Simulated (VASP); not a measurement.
Here is a VASP 6.6.1 calculation.

Contents of INCAR:

```
PREC     = Accurate       # precision mode
ENCUT    = 520            # plane-wave cutoff, eV
EDIFF    = 1E-8           # SCF threshold, eV
ISMEAR   = -1             # smearing method
SIGMA    = 0.03           # smearing width, eV
LREAL    = False          # projectors in reciprocal space
LASPH    = True           # aspherical terms in the spheres
NELM     = 60             # most SCF steps
ALGO     = Normal         # electronic algorithm
ISIF     = 2              # what is computed and relaxed
LWAVE    = False          # write WAVECAR
LCHARG   = False          # write CHGCAR
GGA      = PS             # functional
LEFG     = True         
NBANDS   = 12             # bands
```

The input KPOINTS:

```
Automatic mesh
0
Gamma
  12 12 12
```

Contents of POSCAR:

```
Sc
1.0
    0.0454100000      2.2932050000      2.2932050000
    2.2932050000      0.0454100000      2.2932050000
    2.2932050000      2.2932050000      0.0454100000
Sc
1
Direct
    0.0000000000      0.0000000000      0.0000000000
```

Potentials or basis: VASP PAW PBE potentials, release 64 (Sc_sv).

Launch:

```console
$ cat potpaw_PBE.64/Sc_sv/POTCAR > POTCAR
$ mpirun -np 1 vasp_std > vasp.out
```

Question: Predict the pressure.

Answer: 0.5 GPa.

Electric field gradients, principal values (V/Å²):
```tsv
atom	least	middle	greatest (by size)
1 Sc	4.547	4.547	-9.093
```

Caveat: the cell differs from its parent crystal (equal xy, yz and zx shear strains of +2 %); without QUAD_EFG the Cq values of the log hold for a quadrupole moment of 1 mb, not for the nuclei; the PAW data sets were made with another functional, which shifts forces and pressure a little.
